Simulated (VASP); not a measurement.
CdTe: vibrations by perturbation theory with LDA

Crystal: CdTe.

```
CELL_PARAMETERS angstrom
0.00000 2.78660 2.78660
2.78660 0.00000 2.78660
2.78660 2.78660 0.00000
ATOMIC_POSITIONS crystal
Cd 0.00000 0.00000 0.00000
Te 0.50000 0.50000 0.50000
```

```yaml
Program: VASP 6.6.1
Task: vibrations by perturbation theory
Functional: LDA
Potentials_or_basis: VASP PAW LDA potentials, release 64 (Cd, Te)
Cutoff: 520 eV
k_mesh: 14 × 14 × 14
Occupations: fermi-dirac, width 0.15 eV
Spin: no spin polarisation
Dipole_correction: no
Further_INCAR_settings: ALGO = Normal; EDIFF = 1e-08; NBANDS = 16; IBRION = 8; NSW = 1
```

```yaml
Highest_phonon_frequency_at_Γ_LO-TO_splitting_left_out: 160 cm⁻¹
```

Phonon frequencies in cm⁻¹ (negative: imaginary):
```csv
q point,frequencies
"(0.000, 0.000, 0.000)",0 0 0 160 160 160
```

Wall time 8.5 min on 1 thread of Intel Xeon 8259CL (shared host), peak memory 0.47 GiB.

Caveat: the cell stands under pressure or tension, which shifts response properties.
